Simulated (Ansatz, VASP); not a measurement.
# Two plane-wave programs on SiC

File INCAR:

```
SYSTEM = SiC
PREC = Accurate ; ENCUT = 600
EDIFF = 1E-6 ; ISMEAR = 0
SIGMA = 0.02 ; LREAL = .False.
LASPH = .True. ; NELM = 120
ALGO = Normal ; ISIF = 2
LWAVE = .False. ; LCHARG = .False.
GGA = PE ; NBANDS = 11
GGA_COMPAT = .False.
```

File KPOINTS:

```
regular mesh
0
Gamma
  12 12 12
  0 0 0
```

POSCAR

```
SiC
1.0
    0.0000000000      2.1898609249      2.1898609249
    2.1898609249      0.0000000000      2.1898609249
    2.1898609249      2.1898609249      0.0000000000
Si C
1 1
Direct
    0.0000000000      0.0000000000      0.0000000000
    0.7500000000      0.7500000000      0.7500000000
```

Input for Ansatz:

```yaml
crystal:
  lattice:
    - [0.0, 2.1898609249, 2.1898609249]
    - [2.1898609249, 0.0, 2.1898609249]
    - [2.1898609249, 2.1898609249, 0.0]
  atoms:
    - { symbol: Si, position: [0.0, 0.0, 0.0] }
    - { symbol: C, position: [0.75, 0.75, 0.75] }
basis:
  ecutwfc: 420
kpoints:
  mp_grid: { grid: [12, 12, 12] }
  band_path: { path: [VBM, CBM], npoints: 2 }
hamiltonian:
  xc: pbe
scf:
  occupations: { method: gaussian, width: 0.02 }
output:
  forces: true
  stress: true
  eigenvalues: true
checkpoint:
  read: start.run
  write: ck
  compress: false
  write_wavefunctions: false
  write_every: 100000
```

Alike in both runs: task single point; functional PBE; k mesh 12 × 12 × 12; occupations gaussian, width 0.02 eV; no spin polarisation.

|  | VASP | Ansatz |
| --- | --- | --- |
| version | VASP 6.6.1 | Ansatz 0.2.0 |
| potentials or method | VASP PAW PBE potentials, release 64 (Si, C), cutoff 600 eV | scalar-relativistic, plane waves, PAW |
| valence electrons in the cell | 8 | 8 |

VASP gave:

- gap on the k mesh at the Fermi level (eV): 1.37
- least direct gap on the mesh (eV): 4.53
- pressure (GPa): -0.2

Which values does Ansatz return?

gap on the k mesh at the Fermi level (eV): 1.37; least direct gap on the mesh (eV): 4.53; pressure (GPa): 0.0.
